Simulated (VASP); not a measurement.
# K (P6_3/mmc) in VASP: a series of runs

K is run at these levels: PBE; tasks: single point.

Everything below comes from runs of VASP 6.6.1. Logs are shortened: lines on timing, memory, paths and dates and some standing lists are left out, and cuts for length are marked.

## Step 1: The cell of the first run

Symmetry: P6_3/mmc, No. 194, hexagonal system. Conventional cell: a = 3.981 Å, b = 3.981 Å, c = 6.449 Å, α = 90.00°, β = 90.00°, γ = 120.00°. Within 5.2 Å of K (site symmetry -6m2) lie 12 K at 3.96 to 3.98 Å.

This isn't the form of K at room conditions, which is bcc.

## Step 2: Single point, PBE (44.25 Å³/atom)

INCAR reads:

```
  PREC = Accurate
  ENCUT = 520
  EDIFF = 1E-7
  ISMEAR = -1
  SIGMA = 0.08
  LREAL = F
  LASPH = T
  NELM = 60
  ALGO = Normal
  ISIF = 2
  LWAVE = F
  LCHARG = T
  GGA = PE
  LELF = T
  LVHAR = T
  NBANDS = 16
```

KPOINTS reads:

```
Automatic mesh
0
Gamma
  10 10 6
```

POSCAR reads:

```
K
1.0
    3.9806149583      0.0000000000      0.0000000000
   -1.9903074792      3.4473136766      0.0000000000
    0.0000000000      0.0000000000      6.4485962326
K
2
Direct
    0.3333333333      0.6666666667      0.2500000000
    0.6666666667      0.3333333333      0.7500000000
```

Potentials or basis: VASP PAW PBE potentials, release 64 (K_sv).

Run with:

```
$ cat potpaw_PBE.64/K_sv/POTCAR > POTCAR
$ mpirun -np 1 vasp_std > vasp.out
```

OUTCAR:

```text
PREC = Accurate
   ENCUT = 520
   EDIFF = 1E-7
   ISMEAR = -1
   LREAL = F
   LASPH = T
   NELM = 60
   ISIF = 2
   GGA = PE

 ion  position               nearest neighbor table
   1  0.333  0.667  0.250-
   2  0.667  0.333  0.750-

  LATTYP: Found a hexagonal cell.
 ALAT       =     3.9806149583
 C/A-ratio  =     1.6200000000

  Lattice vectors:

 A1 = (   3.9806149583,   0.0000000000,   0.0000000000)
 A2 = (  -1.9903074792,   3.4473136766,   0.0000000000)
 A3 = (   0.0000000000,   0.0000000000,   6.4485962326)

Analysis of symmetry for initial positions (statically):
=====================================================================
 Subroutine PRICEL returns:
 Original cell was already a primitive cell.

 Routine SETGRP: Setting up the symmetry group for a
 hexagonal supercell.

 Subroutine GETGRP returns: Found 24 space group operations
 (whereof 12 operations were pure point group operations)
 out of a pool of 24 trial point group operations.

The static configuration has the point symmetry D_3d.
 The point group associated with its full space group is D_6h.

Analysis of symmetry for dynamics (positions and initial velocities):
=====================================================================
 Subroutine PRICEL returns:
 Original cell was already a primitive cell.

 Routine SETGRP: Setting up the symmetry group for a
 hexagonal supercell.

 Subroutine GETGRP returns: Found 24 space group operations
 (whereof 12 operations were pure point group operations)
 out of a pool of 24 trial point group operations.

The dynamic configuration has the point symmetry D_3d.
 The point group associated with its full space group is D_6h.

 Subroutine INISYM returns: Found 24 space group operations
 (whereof 12 operations are pure point group operations),
 and found     1 'primitive' translations

----------------------------------------------------------------------------------------

                                     Primitive cell
[... 75 lines left out ...]
   total plane-waves  NPLWV =  43200
   dimension x,y,z NGX =    30 NGY =   30 NGZ =   48
   dimension x,y,z NGXF=    60 NGYF=   60 NGZF=   96
   ions per type =               2
   NGX,Y,Z   is equivalent  to a cutoff of  12.53, 12.53, 12.37 a.u.
   NGXF,Y,Z  is equivalent  to a cutoff of  25.06, 25.06, 24.75 a.u.
 SYSTEM =  unknown system
   PREC   = accura    normal or accurate (medium, high low for compatibility)
   ISTART =      0    job   : 0-new  1-cont  2-samecut
   ICHARG =      2    charge: 1-file 2-atom 10-const
   ISPIN  =      1    spin polarized calculation?
   LNONCOLLINEAR =      F non collinear calculations
   LSORBIT =      F    spin-orbit coupling
   LASPH  =      T    aspherical Exc in radial PAW
   ENCUT  =  520.0 eV  38.22 Ry    6.18 a.u.   7.40  7.40 11.99*2*pi/ulx,y,z
   NELM   =     60;   NELMIN=  2; NELMDL= -5     # of ELM steps
   EDIFF  = 0.1E-06   stopping-criterion for ELM
   LREAL  =      F    real-space projection
   EDIFFG = 0.1E-05   stopping-criterion for IOM
   NSW    =      0    number of steps for IOM
   IBRION =     -1    ionic relax: 0-MD 1-quasi-New 2-CG
   NFREE  =      0    steps in history (QN), initial steepest desc. (CG)
   ISIF   =      2    stress and relaxation
   ISYM   =      2    0-nonsym 1-usesym 2-fastsym
   POTIM  = 0.5000    time-step for ionic-motion
   TEBEG  =    0.0;   TEEND  =   0.0 temperature during run
   PSTRESS=    0.0 pullay stress
   NELECT =      18.0000    total number of electrons
   NUPDOWN=      -1.0000    fix difference up-down
   EMIN   =  10.00;   EMAX   =-10.00  energy-range for DOS
   EFERMI =   0.00;   METHOD = LEGACY
   ISMEAR =    -1;   SIGMA  =   0.08  broadening in eV -4-tet -1-fermi 0-gaus
   EFERMI_NEDOS =   21; number of points for ismear=-14 and -15
   IALGO  =     38    algorithm
   IMIX   =      4    mixing-type and parameters
     AMIX     =   0.40;   BMIX     =  1.00
     AMIX_MAG =   1.60;   BMIX_MAG =  1.00
  volume/ion in A,a.u.               =      44.25       298.58
  Fermi-wavevector in a.u.,A,eV,Ry     =   0.962795  1.819418 12.612237  0.926973
  Thomas-Fermi vector in A             =   2.092284
   LORBIT       =      0    0 simple, 1 ext, 2 COOP (PROOUT), +10 PAW based schemes
   GGA     = PE    functional components
   LHFCALC =     F    Hartree Fock is set to
   AEXX    =    0.0000 exact exchange contribution
   IVDW    =     0    specifies the selected vdW correction
   LEPSILON=     F    determine dielectric tensor
   LRPA    =     F    only Hartree local field effects (RPA)
 non-spin polarized calculation
  energy-cutoff  :      520.00
  volume of cell :       88.49
 maximum number of plane-waves:      2430
 NGX is ok and might be reduce to    30
   NGX = 15   NGY = 15   NGZ = 23

 number of electron      18.0000005 magnetization

 Free energy of the ion-electron system (eV)
  ---------------------------------------------------
  ext. energy  EPLUGINS =         0.00000000
  ---------------------------------------------------
  free energy    TOTEN  =        -1.51972707 eV

  energy without entropy =       -1.49128454  energy(sigma->0) =       -1.50550581

 E-fermi :   1.3870     XC(G=0):  -7.0493

 val. band max:        1.3536086282   @ k =   0.4000   0.0000   0.5000
 cond. band min:       1.4233983967   @ k =   0.1000   0.1000   0.1667
 fundamental gap:      0.0697897685
 Fermi energy:         1.3870103147

 k-point     1 :       0.0000    0.0000    0.0000
  band No.  band energies     occupation
      1     -30.6712      2.00000
      2     -30.6328      2.00000
      3     -14.3722      2.00000
      4     -14.0570      2.00000
      5     -14.0570      2.00000
      6     -14.0111      2.00000
[... 433 lines left out ...]
      3     -14.3293      2.00000
      4     -14.2746      2.00000
      5     -14.1858      2.00000
      6     -14.1383      2.00000
[... 8 lines left out ...]
     15       5.4797      0.00000
     16       7.4621      0.00000

 [... further k-points ...]
[... 5 lines left out ...]
  --------------------------------------------------------------------------------------
  -------------------------------------------------------------------------------------
  Total        2.6225788      2.6225788      2.6430322     -0.0000000      0.0000000      0.0000000
  in kB       47.4835279     47.4835279     47.8538495     -0.0000000      0.0000000      0.0000000
  external PRESSURE =      47.6069684 kB  Pullay stress =       0.0000000 kB

 VOLUME and BASIS-vectors are now :
 -----------------------------------------------------------------------------
  energy-cutoff  :      520.00
  volume of cell :       88.49
      direct lattice vectors                 reciprocal lattice vectors
     3.980614958  0.000000000  0.000000000     0.251217465  0.145040471  0.000000000
    -1.990307479  3.447313677  0.000000000     0.000000000  0.290080942  0.000000000
     0.000000000  0.000000000  6.448596233     0.000000000  0.000000000  0.155072509

 POSITION                                       TOTAL-FORCE (eV/Angst)
 -----------------------------------------------------------------------------------
     -0.00000      2.29821      1.61215        -0.000000      0.000000      0.000000
      1.99031      1.14910      4.83645         0.000000     -0.000000      0.000000
 -----------------------------------------------------------------------------------
    total drift:                                0.000000     -0.000000      0.000000

  FREE ENERGIE OF THE ION-ELECTRON SYSTEM (eV)
  ---------------------------------------------------
  free  energy   TOTEN  =        -1.5197270685 eV

  energy  without entropy=       -1.4912845443  energy(sigma->0) =       -1.50550581
```

stdout:

```text
POSCAR found type information on POSCAR K
 POSCAR found :  1 types and       2 ions
 scaLAPACK will be used
 LDA part: xc-table for (Slater+PW92), standard interpolation
 POSCAR, INCAR and KPOINTS ok, starting setup
 FFT: planning ... GRIDC
 FFT: planning ... GRID_SOFT
 FFT: planning ... GRID
 WAVECAR not read
 entering main loop
```

Wall time 97 s (1 thread of Intel Xeon 8259CL, shared host); peak memory 0.22 GiB.

Results:

| Quantity | Value |
| --- | --- |
| Free energy | -1.5197 eV |
| Pressure | 4.8 GPa |
| Band gap on the k mesh | zero (bands 9 and 10 overlap by 2.82 eV) |

Levels at points of the mesh, in eV from the Fermi level:
| k point | band 5 | band 6 | band 7 | band 8 | band 9 | band 10 | band 11 | band 12 | band 13 | band 14 |
| --- | --- | --- | --- | --- | --- | --- | --- | --- | --- | --- |
| (0.00, 0.00, 0.00) | -15.44 | -15.40 | -15.40 | -15.40 | -2.95 | 0.21 | 0.97 | 4.37 | 4.37 | 4.52 |
| (0.50, 0.00, 0.00) | -15.59 | -15.52 | -15.48 | -15.44 | 0.13 | 0.35 | 1.32 | 1.77 | 2.88 | 3.57 |
| (0.00, 0.00, 0.50) | -15.42 | -15.42 | -15.42 | -15.42 | -1.86 | -1.86 | 3.01 | 3.01 | 4.40 | 4.40 |
| (0.50, 0.00, 0.50) | -15.49 | -15.49 | -15.48 | -15.48 | 0.40 | 0.40 | 1.36 | 1.36 | 3.11 | 3.11 |

Caveat: the cell stands under pressure.

## Step 3: Single point, PBE (50.14 Å³/atom)

This run uses another cell than the first one, of 50.14 Å³/atom.

INCAR reads:

```
SYSTEM = K
PREC     = Accurate       ! precision mode
ENCUT    = 520            ! plane-wave cutoff, eV
EDIFF    = 1E-7           ! SCF threshold, eV
ISMEAR   = -1             ! smearing method
SIGMA    = 0.08           ! smearing width, eV
LREAL    = .FALSE.        ! projectors in reciprocal space
LASPH    = .TRUE.         ! aspherical terms in the spheres
NELM     = 100            ! most SCF steps
ALGO     = Normal         ! electronic algorithm
ISIF     = 2              ! what is computed and relaxed
LWAVE    = .FALSE.        ! write WAVECAR
LCHARG   = .FALSE.        ! write CHGCAR
GGA      = PE             ! functional
NBANDS   = 16             ! bands
```

KPOINTS reads:

```
regular mesh
0
G
  10 10 6
  0 0 0
```

POSCAR reads:

```
K
1.0
    4.1502034916      0.0000000000      0.0000000000
   -2.0751017458      3.5941816546      0.0000000000
    0.0000000000      0.0000000000      6.7233296564
K
2
Direct
    0.3333333333      0.6666666667      0.2500000000
    0.6666666667      0.3333333333      0.7500000000
```

Potentials or basis: VASP PAW PBE potentials, release 64 (K_sv).

Run with:

```
$ cat potpaw_PBE.64/K_sv/POTCAR > POTCAR
$ mpirun -np 1 vasp_std > vasp.out
```

Run time: 71 s. Hardware: 1 thread of Intel Xeon 8259CL, shared host; peak memory 0.25 GiB.

Results (log left out):

```
Free energy            : -1.7963 eV
Pressure               : 2.9 GPa
Band gap on the k mesh : zero (bands 9 and 10 overlap by 2.73 eV)
```

Levels at points of the mesh, in eV from the Fermi level:
```csv
k point,band 7,band 8,band 9,band 10,band 11,band 12
"(0.00, 0.00, 0.00)",-15.41,-15.40,-2.74,0.28,0.83,4.34
"(0.50, 0.00, 0.00)",-15.46,-15.44,0.13,0.32,1.46,1.86
"(0.00, 0.00, 0.50)",-15.42,-15.42,-1.76,-1.76,2.99,2.99
"(0.50, 0.00, 0.50)",-15.46,-15.46,0.50,0.50,1.20,1.20
```

## Step 4: Single point, PBE (50.14 Å³/atom)

This run uses another cell than the first one, of 50.14 Å³/atom.

INCAR reads:

```
ALGO = Normal
EDIFF = 1E-6
ENCUT = 520
GGA = PE
ISIF = 2
ISMEAR = -1
LASPH = T
LCHARG = F
LREAL = F
LWAVE = F
NBANDS = 16
NELM = 80
PREC = Accurate
SIGMA = 0.08
```

KPOINTS reads:

```
k-points
0
Gamma
  10 10 6
```

POSCAR is that of step 3.

Run with:

```
$ cat potpaw_PBE.64/K_sv/POTCAR > POTCAR
$ mpirun -np 1 vasp_std > vasp.out
```

It took 66 s on 1 thread of Intel Xeon 8259CL, shared host; peak memory 0.25 GiB.

The run converged. Its results:

* Free energy: -1.7963 eV
* Pressure: 2.9 GPa
* Band gap on the k mesh: zero (bands 9 and 10 overlap by 2.73 eV)

Levels at points of the mesh, in eV from the Fermi level:
```csv
k point,band 7,band 8,band 9,band 10,band 11,band 12
"(0.00, 0.00, 0.00)",-15.41,-15.40,-2.74,0.28,0.83,4.34
"(0.50, 0.00, 0.00)",-15.46,-15.44,0.13,0.32,1.46,1.86
"(0.00, 0.00, 0.50)",-15.42,-15.42,-1.76,-1.76,2.99,2.99
"(0.50, 0.00, 0.50)",-15.46,-15.46,0.50,0.50,1.20,1.20
```

## Step 5: Single point, PBE (56.04 Å³/atom)

This run uses another cell than the first one, of 56.04 Å³/atom.

INCAR reads:

```
PREC = Accurate
ENCUT = 520
EDIFF = 1E-7
ISMEAR = -1
SIGMA = 0.08
LREAL = False
LASPH = True
NELM = 60
ALGO = Normal
ISIF = 2
LWAVE = False
LCHARG = True
GGA = PE
LELF = True
LVHAR = True
NBANDS = 16
```

KPOINTS reads:

```
regular mesh
0
Gamma
  10 10 6
```

POSCAR reads:

```
K
1.0
    4.3069611200      0.0000000000      0.0000000000
   -2.1534805600      3.7299377430      0.0000000000
    0.0000000000      0.0000000000      6.9772770144
K
2
Direct
    0.3333333333      0.6666666667      0.2500000000
    0.6666666667      0.3333333333      0.7500000000
```

Run with:

```
$ cat potpaw_PBE.64/K_sv/POTCAR > POTCAR
$ mpirun -np 1 vasp_std > vasp.out
```

It took 74 s on 1 thread of Intel Xeon 8259CL, shared host; peak memory 0.26 GiB.

Results (log left out):

```
Free energy            : -1.9608 eV
Pressure               : 1.7 GPa
Band gap on the k mesh : zero (bands 9 and 10 overlap by 2.63 eV)
```

Levels at points of the mesh, in eV from the Fermi level:
| k point | band 5 | band 6 | band 7 | band 8 | band 9 | band 10 | band 11 | band 12 | band 13 | band 14 |
| --- | --- | --- | --- | --- | --- | --- | --- | --- | --- | --- |
| (0.00, 0.00, 0.00) | -15.46 | -15.43 | -15.43 | -15.43 | -2.56 | 0.32 | 0.74 | 4.28 | 4.28 | 4.42 |
| (0.50, 0.00, 0.00) | -15.53 | -15.49 | -15.47 | -15.45 | 0.13 | 0.29 | 1.54 | 1.92 | 2.63 | 3.21 |
| (0.00, 0.00, 0.50) | -15.44 | -15.44 | -15.44 | -15.44 | -1.67 | -1.67 | 2.96 | 2.96 | 4.32 | 4.32 |
| (0.50, 0.00, 0.50) | -15.48 | -15.48 | -15.47 | -15.47 | 0.56 | 0.56 | 1.08 | 1.08 | 3.16 | 3.16 |

## Step 6: The runs side by side

| cell | gap on the mesh (eV) | pressure (GPa) |
| --- | --- | --- |
| a = 3.981, b = 3.981, c = 6.449 Å, angles 90.0, 90.0, 120.0°, 2 atoms | none | 4.8 |
| a = 4.150, b = 4.150, c = 6.723 Å, angles 90.0, 90.0, 120.0°, 2 atoms | none | 2.9 |
| a = 4.307, b = 4.307, c = 6.977 Å, angles 90.0, 90.0, 120.0°, 2 atoms | none | 1.7 |

Alike in all rows: task single point; level PBE; potentials or basis VASP PAW PBE potentials, release 64 (K_sv); no spin polarisation; k mesh 10 × 10 × 6; cutoff (eV) 520; smearing fermi-dirac 0.08 eV.

Caveats: the cell stands under pressure (at least some runs).

Absolute energies hang on the potentials; compare differences alone.
